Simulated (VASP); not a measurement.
**Nb: single point with r2SCAN**

Crystal: Nb.

```xyz
1
Lattice="-1.6498 1.6498 1.6498 1.6498 -1.6498 1.6498 1.6498 1.6498 -1.6498" Properties=species:S:1:pos:R:3 pbc="T T T"
Nb    0.0000    0.0000    0.0000
```

```
Program             : VASP 6.6.1
Task                : single point
Functional          : r2SCAN
Potentials or basis : VASP PAW PBE potentials, release 64 (Nb_sv)
Cutoff              : 550 eV
k mesh              : 13 × 13 × 13
Occupations         : fermi-dirac, width 0.05 eV
Spin                : collinear spin
Starting moments    : [1.0] μB
```

```yaml
Pressure: -0.2 GPa
Net_moment: 0.00 μB per cell
Valence_electrons_inside_the_program's_atomic_spheres: Nb 10.71
```

Levels at points of the mesh, in eV from the Fermi level:
Spin up:
| k point | band 4 | band 5 | band 6 | band 7 | band 8 | band 9 |
| --- | --- | --- | --- | --- | --- | --- |
| (0.00, 0.00, 0.00) | -30.69 | -6.30 | 0.44 | 0.44 | 0.44 | 3.57 |
Spin down:
```
           k point  band 3  band 4  band 5  band 6  band 7  band 8  band 9  band 10
(0.00, 0.00, 0.00)  -30.69  -30.69   -6.30    0.44    0.44    0.44    3.57     3.57
```

It took 5.8 min on 1 thread of Oxide Virtual Turin-like Processor (shared host), peak memory 0.14 GiB.

Caveat: the PAW data sets were made with another functional, which shifts forces and pressure a little.
